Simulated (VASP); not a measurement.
# SnO2 (I-42d) in VASP: single point with PBE

Aim: the single point of SnO2 with PBE.

Everything below comes from runs of VASP 6.6.1. Logs are shortened: lines on timing, memory, paths and dates and some standing lists are left out, and cuts for length are marked.

## 1. The cell of the first run

It takes space group I-42d (No. 122, tetragonal). The conventional cell has a = 4.376 Å, b = 4.376 Å, c = 7.292 Å, α = 90.00°, β = 90.00°, γ = 90.00°. Within 2.3 Å of Sn (site symmetry -4) lie 4 O at 1.70 Å. O (site symmetry 2) has 2 Sn at 1.70 Å within 2.3 Å.

## 2. Single point, PBE

The input, INCAR:

```
SYSTEM = SnO2
PREC = Accurate ; ENCUT = 520
EDIFF = 1E-6 ; ISMEAR = -1
SIGMA = 0.1 ; LREAL = .FALSE.
LASPH = .TRUE. ; NELM = 60
ALGO = Normal ; ISIF = 2
LWAVE = .FALSE. ; LCHARG = .FALSE.
GGA = PE ; NBANDS = 35
```

The input, KPOINTS:

```
Automatic mesh
0
G
  7 7 7
  0 0 0
```

The input, POSCAR:

```
SnO2
1.0
    0.0000000000      4.3760040000      0.0000000000
    4.3760040000      0.0000000000      0.0000000000
    2.1880020000      2.1880020000     -3.6458900000
Sn O
2 4
Direct
    0.0000000000      0.0000000000      0.0000000000
    0.7500000000      0.2500000000      0.5000000000
    0.3750000000      0.3390000000      0.7500000000
    0.6610000000      0.1250000000      0.2500000000
    0.8750000000      0.9110000000      0.7500000000
    0.0890000000      0.6250000000      0.2500000000
```

Potentials or basis: VASP PAW PBE potentials, release 64 (Sn_d, O).

Launch:

```
$ cat potpaw_PBE.64/Sn_d/POTCAR potpaw_PBE.64/O/POTCAR > POTCAR
$ mpirun -np 1 vasp_std > vasp.out
```

OUTCAR:

```text
SYSTEM = SnO2
   PREC = Accurate
   ENCUT = 520
   EDIFF = 1E-6
   ISMEAR = -1
   LREAL = .FALSE.
   LASPH = .TRUE.
   NELM = 60
   ISIF = 2
   GGA = PE

 ion  position               nearest neighbor table
   1  0.000  0.000  0.000-   3 1.70   4 1.70   5 1.70   6 1.70   2 2.85   2 2.85   2 2.85   2 2.85

   2  0.750  0.250  0.500-   3 1.70   4 1.70   5 1.70   6 1.70   1 2.85   1 2.85   1 2.85   1 2.85

   3  0.375  0.339  0.750-   1 1.70   2 1.70
   4  0.661  0.125  0.250-   1 1.70   2 1.70
   5  0.875  0.911  0.750-   1 1.70   2 1.70
   6  0.089  0.625  0.250-   1 1.70   2 1.70

  LATTYP: Found a body centered tetragonal cell.
 ALAT       =     4.3760040000
 C/A-ratio  =     1.6663101770

  Lattice vectors:

 A1 = (  -2.1880020000,   2.1880020000,   3.6458900000)
 A2 = (   2.1880020000,  -2.1880020000,   3.6458900000)
 A3 = (   2.1880020000,   2.1880020000,  -3.6458900000)

Analysis of symmetry for initial positions (statically):
=====================================================================
 Subroutine PRICEL returns:
 Original cell was already a primitive cell.

 Routine SETGRP: Setting up the symmetry group for a
 body centered tetragonal supercell.

 Subroutine GETGRP returns: Found  8 space group operations
 (whereof  4 operations were pure point group operations)
 out of a pool of 16 trial point group operations.

The static configuration has the point symmetry S_4 .
 The point group associated with its full space group is D_2d.

Analysis of symmetry for dynamics (positions and initial velocities):
=====================================================================
 Subroutine PRICEL returns:
 Original cell was already a primitive cell.

 Routine SETGRP: Setting up the symmetry group for a
 body centered tetragonal supercell.

 Subroutine GETGRP returns: Found  8 space group operations
 (whereof  4 operations were pure point group operations)
 out of a pool of 16 trial point group operations.

The dynamic configuration has the point symmetry S_4 .
 The point group associated with its full space group is D_2d.

 Subroutine INISYM returns: Found  8 space group operations
 (whereof  4 operations are pure point group operations),
 and found     1 'primitive' translations

[... 102 lines left out ...]
   EDIFF  = 0.1E-05   stopping-criterion for ELM
   LREAL  =      F    real-space projection
   EDIFFG = 0.1E-04   stopping-criterion for IOM
   NSW    =      0    number of steps for IOM
   IBRION =     -1    ionic relax: 0-MD 1-quasi-New 2-CG
   NFREE  =      0    steps in history (QN), initial steepest desc. (CG)
   ISIF   =      2    stress and relaxation
   ISYM   =      2    0-nonsym 1-usesym 2-fastsym
   POTIM  = 0.5000    time-step for ionic-motion
   TEBEG  =    0.0;   TEEND  =   0.0 temperature during run
   PSTRESS=    0.0 pullay stress
   NELECT =      52.0000    total number of electrons
   NUPDOWN=      -1.0000    fix difference up-down
   EMIN   =  10.00;   EMAX   =-10.00  energy-range for DOS
   EFERMI =   0.00;   METHOD = LEGACY
   ISMEAR =    -1;   SIGMA  =   0.10  broadening in eV -4-tet -1-fermi 0-gaus
   EFERMI_NEDOS =   21; number of points for ismear=-14 and -15
   IALGO  =     38    algorithm
   IMIX   =      4    mixing-type and parameters
     AMIX     =   0.40;   BMIX     =  1.00
     AMIX_MAG =   1.60;   BMIX_MAG =  1.00
  volume/ion in A,a.u.               =      11.64        78.52
  Fermi-wavevector in a.u.,A,eV,Ry     =   1.483963  2.804283 29.962001  2.202145
  Thomas-Fermi vector in A             =   2.597559
   LORBIT       =      0    0 simple, 1 ext, 2 COOP (PROOUT), +10 PAW based schemes
   GGA     = PE    functional components
   LHFCALC =     F    Hartree Fock is set to
   AEXX    =    0.0000 exact exchange contribution
   IVDW    =     0    specifies the selected vdW correction
   LEPSILON=     F    determine dielectric tensor
   LRPA    =     F    only Hartree local field effects (RPA)
 non-spin polarized calculation
  energy-cutoff  :      520.00
  volume of cell :       69.82
 maximum number of plane-waves:      1897
 NGX is ok and might be reduce to    36
   NGX = 17   NGY = 17   NGZ = 17

 number of electron      52.0000000 magnetization

 Free energy of the ion-electron system (eV)
  ---------------------------------------------------
  ext. energy  EPLUGINS =         0.00000000
  ---------------------------------------------------
  free energy    TOTEN  =       -23.14055182 eV

  energy without entropy =      -23.14055181  energy(sigma->0) =      -23.14055181

 E-fermi :   7.4258     XC(G=0): -10.9727

 val. band max:        5.7842637687   @ k =   0.0000   0.0000   0.0000
 cond. band min:       8.8457733380   @ k =   0.0000   0.0000   0.0000
 fundamental gap:      3.0615095693
 Fermi energy:         7.4257935447

 k-point     1 :       0.0000    0.0000    0.0000
  band No.  band energies     occupation
      1     -16.2991      2.00000
      2     -16.2379      2.00000
      3     -16.2379      2.00000
      4     -14.9066      2.00000
      5     -13.9524      2.00000
      6     -13.7862      2.00000
[... 901 lines left out ...]
     34      18.8278      0.00000
     35      20.1132      0.00000

 [... further k-points ...]

------------------------ aborting loop because EDIFF is reached ----------------------------------------

  FORCE on cell =-STRESS in cart. coord.  units (eV):
  Direction    XX          YY          ZZ          XY          YZ          ZX
  --------------------------------------------------------------------------------------
  -------------------------------------------------------------------------------------
  Total       61.1055871     61.1055871     53.6658841      0.0000000      0.0000000      0.0000000
  in kB     1402.2728359   1402.2728359   1231.5438763      0.0000000      0.0000000      0.0000000
  external PRESSURE =    1345.3631827 kB  Pullay stress =       0.0000000 kB

 VOLUME and BASIS-vectors are now :
 -----------------------------------------------------------------------------
  energy-cutoff  :      520.00
  volume of cell :       69.82
      direct lattice vectors                 reciprocal lattice vectors
     0.000000000  4.376004000  0.000000000     0.000000000  0.228518987  0.137140726
     4.376004000  0.000000000  0.000000000     0.228518987  0.000000000  0.137140726
     2.188002000  2.188002000 -3.645890000     0.000000000  0.000000000 -0.274281451

 POSITION                                       TOTAL-FORCE (eV/Angst)
 -----------------------------------------------------------------------------------
      0.00000      0.00000      0.00000         0.000000     -0.000000      0.000000
      2.18800      4.37600     -1.82295         0.000000      0.000000      0.000000
      3.12447      3.28200     -2.73442        11.071792     -0.000000      0.000000
      1.09400      3.43954     -0.91147         0.000000    -11.071792     -0.000000
      5.62754      5.47000     -2.73442       -11.071792      0.000000      0.000000
      3.28200      0.93646     -0.91147         0.000000     11.071792     -0.000000
 -----------------------------------------------------------------------------------
    total drift:                                0.000000      0.000000     -0.000002

  FREE ENERGIE OF THE ION-ELECTRON SYSTEM (eV)
  ---------------------------------------------------
  free  energy   TOTEN  =       -23.1405518216 eV

  energy  without entropy=      -23.1405518070  energy(sigma->0) =      -23.14055181
```

OSZICAR:

```text
N       E                     dE             d eps       ncg     rms          rms(c)
DAV:   1     0.693419933863E+03    0.69342E+03   -0.25899E+04  3118   0.237E+03
DAV:   2     0.685732630736E+02   -0.62485E+03   -0.58686E+03  3112   0.629E+02
DAV:   3    -0.281501690310E+02   -0.96723E+02   -0.95585E+02  2932   0.216E+02
DAV:   4    -0.328009849028E+02   -0.46508E+01   -0.46276E+01  3554   0.521E+01
DAV:   5    -0.329185712489E+02   -0.11759E+00   -0.11752E+00  3447   0.833E+00    0.243E+01
DAV:   6    -0.231131623834E+02    0.98054E+01   -0.22598E+01  4533   0.760E+01    0.108E+01
DAV:   7    -0.232393843146E+02   -0.12622E+00   -0.49231E+00  3026   0.124E+01    0.497E+00
DAV:   8    -0.231666942710E+02    0.72690E-01   -0.47561E-01  4000   0.135E+01    0.146E+00
DAV:   9    -0.231391113246E+02    0.27583E-01   -0.13047E-01  4815   0.729E+00    0.348E-01
DAV:  10    -0.231402599009E+02   -0.11486E-02   -0.17372E-02  4234   0.105E+00    0.226E-01
DAV:  11    -0.231405677537E+02   -0.30785E-03   -0.71888E-04  4270   0.212E-01    0.932E-02
DAV:  12    -0.231405477861E+02    0.19968E-04   -0.29964E-04  3883   0.402E-01    0.138E-02
DAV:  13    -0.231405523400E+02   -0.45539E-05   -0.48791E-05  4244   0.710E-02    0.162E-02
DAV:  14    -0.231405518216E+02    0.51838E-06   -0.49581E-06  3062   0.272E-02
   1 F= -.23140552E+02 E0= -.23140552E+02  d E =-.145753E-07
```

stdout:

```text
POSCAR found type information on POSCAR SnO
 POSCAR found :  2 types and       6 ions
 scaLAPACK will be used
 LDA part: xc-table for (Slater+PW92), standard interpolation
 POSCAR, INCAR and KPOINTS ok, starting setup
 FFT: planning ... GRIDC
 FFT: planning ... GRID_SOFT
 FFT: planning ... GRID
 WAVECAR not read
 entering main loop
```

Run time: 86 s. Hardware: 1 thread of AMD EPYC 7R13 (Zen 3), shared host; peak memory 0.21 GiB.

Results:

```yaml
Free_energy: -23.1406 eV
Pressure: 134.5 GPa
Largest_force: 11.072 eV/Å
Band_gap_on_the_k_mesh: 3.06 eV, direct
```

Forces on the atoms (eV/Å):
```
Sn    0.000   0.000   0.000
Sn    0.000   0.000   0.000
O    11.072   0.000   0.000
O     0.000 -11.072   0.000
O   -11.072   0.000   0.000
O     0.000  11.072   0.000
```

Levels at points of the mesh, in eV from the valence-band top:
```
           k point  band 24  band 25  band 26  band 27  band 28  band 29
(0.00, 0.00, 0.00)    -0.21    -0.21     0.00     3.06     7.74    10.45
```

Caveat: spin-orbit coupling is left out, which moves the levels of the heavy elements; forces of over 1 eV/Å act on the atoms, so gaps and moduli don't describe the material at rest.
